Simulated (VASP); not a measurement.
# V: single point with LDA

The system is V.

```
CELL_PARAMETERS angstrom
-1.46720 1.46720 1.46720
1.46720 -1.46720 1.46720
1.46720 1.46720 -1.46720
ATOMIC_POSITIONS crystal
V 0.00000 0.00000 0.00000
```

* Program: VASP 6.6.1
* Task: single point
* Functional: LDA
* Potentials or basis: VASP PAW LDA potentials, release 64 (V_sv)
* Cutoff: 520 eV
* k mesh: 10 × 10 × 10
* Occupations: gaussian, width 0.1 eV
* Spin: no spin polarisation

```
Pressure : 0.0 GPa
```

Levels at points of the mesh, in eV from the Fermi level:
| k point | band 4 | band 5 | band 6 | band 7 | band 8 | band 9 |
| --- | --- | --- | --- | --- | --- | --- |
| (0.00, 0.00, 0.00) | -36.52 | -6.65 | 0.36 | 0.36 | 0.36 | 2.52 |
| (0.50, 0.00, 0.00) | -36.53 | -3.42 | -1.31 | 1.98 | 2.55 | 2.93 |
| (0.50, 0.50, 0.50) | -37.28 | -3.34 | -3.34 | 4.01 | 4.01 | 4.01 |

Run time: 5.2 s on 1 thread of Intel(R) Xeon(R) Platinum 8559C (Emerald Rapids), on a shared host, peak memory 0.12 GiB.
